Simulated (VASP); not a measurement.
# CsI (Pm-3m) in VASP: notebook

Runs on CsI. Level: r2SCAN. Tasks: single point, relaxation of cell and atoms.

Program: VASP 6.6.1. These are calculated values, not measurements. Logs are shortened: lines on timing, memory, paths and dates and some standing lists are left out, and cuts for length are marked.

**1. The cell of the first run**

The structure is cubic, space group Pm-3m (No. 221). Conventional cell: a = 4.609 Å, b = 4.609 Å, c = 4.609 Å, α = 90.00°, β = 90.00°, γ = 90.00°. Within 5.2 Å of Cs (site symmetry m-3m) lie 8 I at 3.99 Å and 6 Cs at 4.61 Å. I (site symmetry m-3m) has 8 Cs at 3.99 Å and 6 I at 4.61 Å within 5.2 Å.

**2. Single point, r2SCAN**

File POSCAR:

```
CsI
1.0
    4.6089335551      0.0000000000      0.0000000000
    0.0000000000      4.6089335551      0.0000000000
    0.0000000000      0.0000000000      4.6089335551
Cs I
1 1
Direct
    0.0000000000      0.0000000000      0.0000000000
    0.5000000000      0.5000000000      0.5000000000
```

File INCAR.step1:

```
PREC = Accurate ; ENCUT = 550
ISMEAR = -1 ; SIGMA = 0.02
LREAL = False ; LASPH = True
NELM = 120 ; NBANDS = 15
GGA = PE ; ALGO = Normal
EDIFF = 1E-5 ; LWAVE = True
LCHARG = False ; GGA_COMPAT = False
```

File INCAR.step2:

```
PREC = Accurate ; ENCUT = 550
EDIFF = 1E-6 ; ISMEAR = -1
SIGMA = 0.02 ; LREAL = False
LASPH = True ; NELM = 120
ALGO = Normal ; ISIF = 2
LWAVE = False ; LCHARG = False
METAGGA = R2SCAN ; LMIXTAU = True
NBANDS = 15 ; ISTART = 1
GGA_COMPAT = False
```

File KPOINTS:

```
Automatic mesh
0
Gamma
  7 7 7
```

Potentials or basis: VASP PAW PBE potentials, release 64 (Cs_sv, I).

Started as:

```bash
> cat potpaw_PBE.64/Cs_sv/POTCAR potpaw_PBE.64/I/POTCAR > POTCAR
> cp INCAR.step1 INCAR
> mpirun -np 1 vasp_std > vasp.out
> cp INCAR.step2 INCAR
> mpirun -np 1 vasp_std > vasp.out
```

OUTCAR:

```text
PREC = Accurate
   ENCUT = 550
   EDIFF = 1E-6
   ISMEAR = -1
   LREAL = False
   LASPH = True
   NELM = 120
   ISIF = 2
   METAGGA = R2SCAN
   ISTART = 1

 ion  position               nearest neighbor table
   1  0.000  0.000  0.000-
   2  0.500  0.500  0.500-

  LATTYP: Found a simple cubic cell.
 ALAT       =     4.6089335551

  Lattice vectors:

 A1 = (   4.6089335551,   0.0000000000,   0.0000000000)
 A2 = (   0.0000000000,   4.6089335551,   0.0000000000)
 A3 = (   0.0000000000,   0.0000000000,   4.6089335551)

Analysis of symmetry for initial positions (statically):
=====================================================================
 Subroutine PRICEL returns:
 Original cell was already a primitive cell.

 Routine SETGRP: Setting up the symmetry group for a
 simple cubic supercell.

 Subroutine GETGRP returns: Found 48 space group operations
 (whereof 48 operations were pure point group operations)
 out of a pool of 48 trial point group operations.

The static configuration has the point symmetry O_h .

Analysis of symmetry for dynamics (positions and initial velocities):
=====================================================================
 Subroutine PRICEL returns:
 Original cell was already a primitive cell.

 Routine SETGRP: Setting up the symmetry group for a
 simple cubic supercell.

 Subroutine GETGRP returns: Found 48 space group operations
 (whereof 48 operations were pure point group operations)
 out of a pool of 48 trial point group operations.

The dynamic configuration has the point symmetry O_h .

 Subroutine INISYM returns: Found 48 space group operations
 (whereof 48 operations are pure point group operations),
 and found     1 'primitive' translations

----------------------------------------------------------------------------------------

                                     Primitive cell

  volume of cell :      97.9042

  direct lattice vectors                    reciprocal lattice vectors
     4.608933555  0.000000000  0.000000000     0.216969932  0.000000000  0.000000000
     0.000000000  4.608933555  0.000000000     0.000000000  0.216969932  0.000000000
     0.000000000  0.000000000  4.608933555     0.000000000  0.000000000  0.216969932

  length of vectors
     4.608933555  4.608933555  4.608933555     0.216969932  0.216969932  0.216969932

  position of ions in fractional coordinates (direct lattice)
     0.000000000  0.000000000  0.000000000
     0.500000000  0.500000000  0.500000000

  ion indices of the primitive-cell ions
   primitive index   ion index
                 1           1
                 2           2

----------------------------------------------------------------------------------------

 KPOINTS: Automatic mesh

Automatic generation of k-mesh.
 Grid dimensions read from file:
 generate k-points for:    7    7    7

 Generating k-lattice:

  Cartesian coordinates                     Fractional coordinates (reciprocal lattice)
     0.030995705  0.000000000  0.000000000     0.142857143  0.000000000  0.000000000
     0.000000000  0.030995705  0.000000000     0.000000000  0.142857143  0.000000000
     0.000000000  0.000000000  0.030995705     0.000000000  0.000000000  0.142857143

  Length of vectors
     0.030995705  0.030995705  0.030995705

  Shift w.r.t. Gamma in fractional coordinates (k-lattice)
     0.000000000  0.000000000  0.000000000

 Subroutine IBZKPT returns following result:
 ===========================================

 Found     20 irreducible k-points:

 Following reciprocal coordinates:
            Coordinates               Weight
  0.000000  0.000000  0.000000      1.000000
  0.142857  0.000000  0.000000      6.000000
  0.285714  0.000000  0.000000      6.000000
  0.428571  0.000000  0.000000      6.000000
  0.142857  0.142857  0.000000     12.000000
  0.285714  0.142857  0.000000     24.000000
[... 12 lines left out ...]
  0.428571  0.428571  0.285714     24.000000
  0.428571  0.428571  0.428571      8.000000
   k-points           NKPTS =     20   k-points in BZ     NKDIM =     20   number of bands    NBANDS=     15
   number of dos      NEDOS =    301   number of ions     NIONS =      2
   total plane-waves  NPLWV =  46656
   dimension x,y,z NGX =    36 NGY =   36 NGZ =   36
   dimension x,y,z NGXF=    72 NGYF=   72 NGZF=   72
   ions per type =               1   1
   NGX,Y,Z   is equivalent  to a cutoff of  12.99, 12.99, 12.99 a.u.
   NGXF,Y,Z  is equivalent  to a cutoff of  25.97, 25.97, 25.97 a.u.
 SYSTEM =  unknown system
   PREC   = accura    normal or accurate (medium, high low for compatibility)
   ISTART =      1    job   : 0-new  1-cont  2-samecut
   ICHARG =      0    charge: 1-file 2-atom 10-const
   ISPIN  =      1    spin polarized calculation?
   LNONCOLLINEAR =      F non collinear calculations
   LSORBIT =      F    spin-orbit coupling
   LASPH  =      T    aspherical Exc in radial PAW
   ENCUT  =  550.0 eV  40.42 Ry    6.36 a.u.   8.81  8.81  8.81*2*pi/ulx,y,z
   NELM   =    120;   NELMIN=  2; NELMDL=  0     # of ELM steps
   EDIFF  = 0.1E-05   stopping-criterion for ELM
   LREAL  =      F    real-space projection
   EDIFFG = 0.1E-04   stopping-criterion for IOM
   NSW    =      0    number of steps for IOM
   IBRION =     -1    ionic relax: 0-MD 1-quasi-New 2-CG
   NFREE  =      0    steps in history (QN), initial steepest desc. (CG)
   ISIF   =      2    stress and relaxation
   ISYM   =      2    0-nonsym 1-usesym 2-fastsym
   POTIM  = 0.5000    time-step for ionic-motion
   TEBEG  =    0.0;   TEEND  =   0.0 temperature during run
   PSTRESS=    0.0 pullay stress
   NELECT =      16.0000    total number of electrons
   NUPDOWN=      -1.0000    fix difference up-down
   EMIN   =  10.00;   EMAX   =-10.00  energy-range for DOS
   EFERMI =   0.00;   METHOD = LEGACY
   ISMEAR =    -1;   SIGMA  =   0.02  broadening in eV -4-tet -1-fermi 0-gaus
   EFERMI_NEDOS =   21; number of points for ismear=-14 and -15
   IALGO  =     38    algorithm
   IMIX   =      4    mixing-type and parameters
     AMIX     =   0.40;   BMIX     =  1.00
     AMIX_MAG =   1.60;   BMIX_MAG =  1.00
  volume/ion in A,a.u.               =      48.95       330.35
  Fermi-wavevector in a.u.,A,eV,Ry     =   0.895051  1.691401 10.899845  0.801116
  Thomas-Fermi vector in A             =   2.017334
   LORBIT       =      0    0 simple, 1 ext, 2 COOP (PROOUT), +10 PAW based schemes
   METAGGA = R2SCAN    functional components
   LHFCALC =     F    Hartree Fock is set to
   AEXX    =    0.0000 exact exchange contribution
   IVDW    =     0    specifies the selected vdW correction
   LEPSILON=     F    determine dielectric tensor
   LRPA    =     F    only Hartree local field effects (RPA)
 non-spin polarized calculation
  energy-cutoff  :      550.00
  volume of cell :       97.90
 maximum number of plane-waves:      2897
 NGX is ok and might be reduce to    36
   NGX = 17   NGY = 17   NGZ = 17

 number of electron      16.0000002 magnetization

 Free energy of the ion-electron system (eV)
  ---------------------------------------------------
  ext. energy  EPLUGINS =         0.00000000
  ---------------------------------------------------
  free energy    TOTEN  =       -53.12592419 eV

  energy without entropy =      -53.12592419  energy(sigma->0) =      -53.12592419

 E-fermi :   0.8472     XC(G=0):  -7.9984

 val. band max:        0.3256548056   @ k =   0.4286   0.4286   0.0000
 cond. band min:       4.8459033473   @ k =   0.0000   0.0000   0.0000
 fundamental gap:      4.5202485417
 Fermi energy:         0.8472223137

 k-point     1 :       0.0000    0.0000    0.0000
  band No.  band energies     occupation
      1     -20.6482      2.00000
      2     -10.5748      2.00000
      3      -6.9793      2.00000
      4      -6.9793      2.00000
      5      -6.9793      2.00000
      6       0.2563      2.00000
      7       0.2563      2.00000
      8       0.2563      2.00000
      9       4.8459      0.00000
     10       5.0006      0.00000
     11       5.0006      0.00000
     12       8.6926      0.00000
     13       8.6926      0.00000
     14       8.6926      0.00000
     15      11.0506      0.00000

 k-point     2 :       0.1429    0.0000    0.0000
  band No.  band energies     occupation
      1     -20.6439      2.00000
      2     -10.5758      2.00000
      3      -7.0062      2.00000
      4      -6.9686      2.00000
      5      -6.9686      2.00000
      6      -0.0782      2.00000
      7       0.2323      2.00000
      8       0.2323      2.00000
      9       5.1240      0.00000
     10       5.2488      0.00000
     11       5.4655      0.00000
     12       8.6261      0.00000
     13       8.6261      0.00000
     14       8.7876      0.00000
     15      10.1261      0.00000

 k-point     3 :       0.2857    0.0000    0.0000
  band No.  band energies     occupation
      1     -20.6342      2.00000
      2     -10.5795      2.00000
      3      -7.0593      2.00000
      4      -6.9443      2.00000
      5      -6.9443      2.00000
      6      -0.6835      2.00000
      7       0.1769      2.00000
      8       0.1769      2.00000
      9       5.4738      0.00000
     10       6.1643      0.00000
     11       6.5537      0.00000
     12       8.6015      0.00000
     13       8.6015      0.00000
     14       8.8267      0.00000
     15       9.0400      0.00000
[... 271 lines left out ...]
 k-point    19 :       0.4286    0.4286    0.2857
  band No.  band energies     occupation
      1     -20.5946      2.00000
      2     -10.3571      2.00000
      3      -7.2381      2.00000
      4      -7.2318      2.00000
      5      -7.0969      2.00000
      6      -0.7274      2.00000
      7      -0.7156      2.00000
      8      -0.4462      2.00000
      9       6.4981      0.00000
     10       7.1528      0.00000
     11       7.3718      0.00000
     12       7.9246      0.00000
     13       9.2605      0.00000
     14       9.2616      0.00000
     15      10.8287      0.00000

 k-point    20 :       0.4286    0.4286    0.4286
  band No.  band energies     occupation
      1     -20.5879      2.00000
      2     -10.3184      2.00000
      3      -7.2115      2.00000
      4      -7.2038      2.00000
      5      -7.2038      2.00000
      6      -0.8433      2.00000
      7      -0.8433      2.00000
      8      -0.7732      2.00000
      9       7.3252      0.00000
     10       7.7338      0.00000
     11       7.7338      0.00000
     12       8.8093      0.00000
     13       8.8093      0.00000
     14       8.8116      0.00000
     15      10.7552      0.00000

------------------------ aborting loop because EDIFF is reached ----------------------------------------

  FORCE on cell =-STRESS in cart. coord.  units (eV):
  Direction    XX          YY          ZZ          XY          YZ          ZX
  --------------------------------------------------------------------------------------
  -------------------------------------------------------------------------------------
  Total        0.0276732      0.0276732      0.0276732      0.0000000      0.0000000     -0.0000000
  in kB        0.4528650      0.4528650      0.4528650      0.0000000      0.0000000     -0.0000000
  external PRESSURE =       0.4528650 kB  Pullay stress =       0.0000000 kB

 VOLUME and BASIS-vectors are now :
 -----------------------------------------------------------------------------
  energy-cutoff  :      550.00
  volume of cell :       97.90
      direct lattice vectors                 reciprocal lattice vectors
     4.608933555  0.000000000  0.000000000     0.216969932  0.000000000  0.000000000
     0.000000000  4.608933555  0.000000000     0.000000000  0.216969932  0.000000000
     0.000000000  0.000000000  4.608933555     0.000000000  0.000000000  0.216969932

 POSITION                                       TOTAL-FORCE (eV/Angst)
 -----------------------------------------------------------------------------------
      0.00000      0.00000      0.00000         0.000000      0.000000      0.000000
      2.30447      2.30447      2.30447         0.000000      0.000000      0.000000
 -----------------------------------------------------------------------------------
    total drift:                               -0.000000      0.000000      0.000000

  FREE ENERGIE OF THE ION-ELECTRON SYSTEM (eV)
  ---------------------------------------------------
  free  energy   TOTEN  =       -53.1259241943 eV

  energy  without entropy=      -53.1259241943  energy(sigma->0) =      -53.12592419
```

It took 2 min on 1 thread of Intel Xeon Platinum 8259CL at 2.50GHz (Skylake/Cascade Lake), shared host; peak memory 0.23 GiB.

Results:

```yaml
Free_energy: -53.1259 eV
Pressure: 0.0 GPa
Band_gap_on_the_k_mesh: 4.52 eV (least direct gap 4.59 eV)
```

Levels at points of the mesh, in eV from the valence-band top:
| k point | band 5 | band 6 | band 7 | band 8 | band 9 | band 10 | band 11 | band 12 |
| --- | --- | --- | --- | --- | --- | --- | --- | --- |
| (0.00, 0.00, 0.00) | -7.31 | -0.07 | -0.07 | -0.07 | 4.52 | 4.67 | 4.67 | 8.37 |

Caveat: the PAW data sets were made with another functional, which shifts forces and pressure a little; spin-orbit coupling is left out, which moves the levels of the heavy elements; an odd mesh through Γ misses points on the zone boundary, where band edges can lie.

**3. Single point, r2SCAN**

POSCAR is that of step 2.

File INCAR.step1:

```
SYSTEM = CsI
PREC = Accurate
ENCUT = 550
ISMEAR = -1
SIGMA = 0.02
LREAL = .False.
LASPH = .True.
NELM = 120
NBANDS = 15
GGA = PE
ALGO = Normal
EDIFF = 1E-5
LWAVE = .True.
LCHARG = .False.
GGA_COMPAT = .False.
```

File INCAR.step2:

```
SYSTEM = CsI
PREC = Accurate
ENCUT = 550
EDIFF = 1E-6
ISMEAR = -1
SIGMA = 0.02
LREAL = .False.
LASPH = .True.
NELM = 120
ALGO = Normal
ISIF = 2
LWAVE = .False.
LCHARG = .False.
METAGGA = R2SCAN
LMIXTAU = .True.
NBANDS = 15
ISTART = 1
GGA_COMPAT = .False.
```

File KPOINTS:

```
Automatic mesh
0
Gamma
  7 7 7
  0 0 0
```

Potentials or basis: VASP PAW PBE potentials, release 64 (Cs_sv, I).

Started as:

```bash
> cat potpaw_PBE.64/Cs_sv/POTCAR potpaw_PBE.64/I/POTCAR > POTCAR
> cp INCAR.step1 INCAR
> mpirun -np 1 vasp_std > vasp.out
> cp INCAR.step2 INCAR
> mpirun -np 1 vasp_std > vasp.out
```

It took 1.7 min on 1 thread of Intel Xeon Platinum 8259CL at 2.50GHz (Skylake/Cascade Lake), shared host; peak memory 0.23 GiB.

Results (log left out):

```yaml
Free_energy: -53.1259 eV
Pressure: 0.0 GPa
Band_gap_on_the_k_mesh: 4.52 eV (least direct gap 4.59 eV)
```

Levels at points of the mesh, in eV from the valence-band top:
| k point | band 6 | band 7 | band 8 | band 9 | band 10 | band 11 |
| --- | --- | --- | --- | --- | --- | --- |
| (0.00, 0.00, 0.00) | -0.07 | -0.07 | -0.07 | 4.52 | 4.67 | 4.67 |

Caveat: the PAW data sets were made with another functional, which shifts forces and pressure a little; spin-orbit coupling is left out, which moves the levels of the heavy elements; an odd mesh through Γ misses points on the zone boundary, where band edges can lie.

[end of part 1 of 2]
